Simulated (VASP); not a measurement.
Set up this calculation in VASP 6.6.1, as the native input.

```
Task                   : single point
Functional             : PBE
Potentials or basis    : VASP PAW PBE potentials, release 64 (Rh_pv, C)
Cutoff                 : 520 eV
k mesh                 : 6 × 6 × 6
Occupations            : gaussian, width 0.1 eV
Spin                   : no spin polarisation
Dipole correction      : no
Further INCAR settings : ALGO = Normal; EDIFF = 1e-07; NBANDS = 29
```

The structure of Rh2C3 lies in POSCAR:

```
Rh2C3
1.0
    1.4510619630      0.8377710149      6.7264082576
   -1.4510619630      0.8377710149      6.7264082576
    0.0000000000     -1.6755420298      6.7264082576
Rh C
2 3
Direct
    0.4000000000      0.4000000000      0.4000000000
    0.6000000000      0.6000000000      0.6000000000
    0.0000000000      0.0000000000      0.0000000000
    0.2095000000      0.2095000000      0.2095000000
    0.7905000000      0.7905000000      0.7905000000
```

These files were run (other wordings do the same):

INCAR

```
PREC = Accurate ; ENCUT = 520
EDIFF = 1E-7 ; ISMEAR = 0
SIGMA = 0.1 ; LREAL = False
LASPH = True ; NELM = 100
ALGO = Normal ; ISIF = 2
LWAVE = False ; LCHARG = False
GGA = PE ; NBANDS = 29
```

KPOINTS

```
regular mesh
0
Gamma
  6 6 6
```

Potentials or basis: VASP PAW PBE potentials, release 64 (Rh_pv, C).

Command:

```bash
$ cat potpaw_PBE.64/Rh_pv/POTCAR potpaw_PBE.64/C/POTCAR > POTCAR
$ mpirun -np 1 vasp_std > vasp.out
```

It gave:

```yaml
Pressure: 13.2 GPa
Largest_force: 1.137 eV/Å
Band_gap_on_the_k_mesh: zero (bands 21 and 22 overlap by 0.90 eV)
```

Caveat: the k points lie up to 0.42 Å⁻¹ apart, too coarse for converged energies and pressures of a metal; forces of over 1 eV/Å act on the atoms, so gaps and moduli don't describe the material at rest.

It took 3.9 min on 1 thread of AMD EPYC 7R13 Processor (Zen 3) (shared host), peak memory 0.36 GiB.
